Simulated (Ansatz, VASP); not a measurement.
One calculation of Pt, two programs

The input INCAR:

```
ALGO = Normal
EDIFF = 1E-7
ENCUT = 520
GGA = PE
ISIF = 2
ISMEAR = 0
LASPH = T
LCHARG = F
LREAL = F
LWAVE = F
NBANDS = 11
NELM = 80
PREC = Accurate
SIGMA = 0.15
```

KPOINTS

```
k-points
0
Gamma
  20 20 20
```

File POSCAR:

```
Pt
1.0
   -0.2977447067      1.8360923581      1.8360923581
    1.8360923581     -0.2977447067      1.8360923581
    1.8360923581      1.8360923581     -0.2977447067
Pt
1
Direct
    0.0000000000      0.0000000000      0.0000000000
```

Input for Ansatz:

```yaml
crystal:
  lattice:
    - [-0.2977447067, 1.8360923581, 1.8360923581]
    - [1.8360923581, -0.2977447067, 1.8360923581]
    - [1.8360923581, 1.8360923581, -0.2977447067]
  atoms:
    - { symbol: Pt, position: [0.0, 0.0, 0.0] }
basis:
  ecutwfc: 420
kpoints:
  mp_grid: { grid: [20, 20, 20] }
hamiltonian:
  xc: pbe
  pseudopotentials: { kind: paw, azcp: { folder: soft_1 } }
scf:
  occupations: { method: gaussian, width: 0.15 }
output:
  forces: true
  stress: true
  eigenvalues: true
```

Change from the starting cell: equal engineering shear yz, xz and xy -0.1500, equal normal strain along x, y and z +0.0000.

Alike in both runs: task single point; functional PBE; k mesh 20 × 20 × 20; occupations gaussian, width 0.15 eV; no spin polarisation.

|  | VASP | Ansatz |
| --- | --- | --- |
| version | VASP 6.6.1 | Ansatz 0.2.0 |
| potentials or method | VASP PAW PBE potentials, release 64 (Pt), cutoff 520 eV | scalar-relativistic, plane waves, PAW |
| valence electrons in the cell | 10 | 18 |

Ansatz gave:

| Quantity | Value |
| --- | --- |
| gap on the k mesh at the Fermi level (eV) | none |
| pressure (GPa) | 18.3 |
| traceless stress, the component that is largest in VASP (GPa) | 11.32 |

Task: Which values does VASP return?

Result: gap on the k mesh at the Fermi level (eV): none; pressure (GPa): 17.7; traceless stress, the component that is largest in VASP (GPa): 11.23.

A gap of «none» marks a metal or a gap that the smearing closes. The functional is the same, so the differences come from potentials, cutoffs and numerics. VASP's potentials hold 10 valence electrons a cell and Ansatz's 18, so a difference there can come from the potentials and not from the codes.

Neither program's run includes spin-orbit coupling.
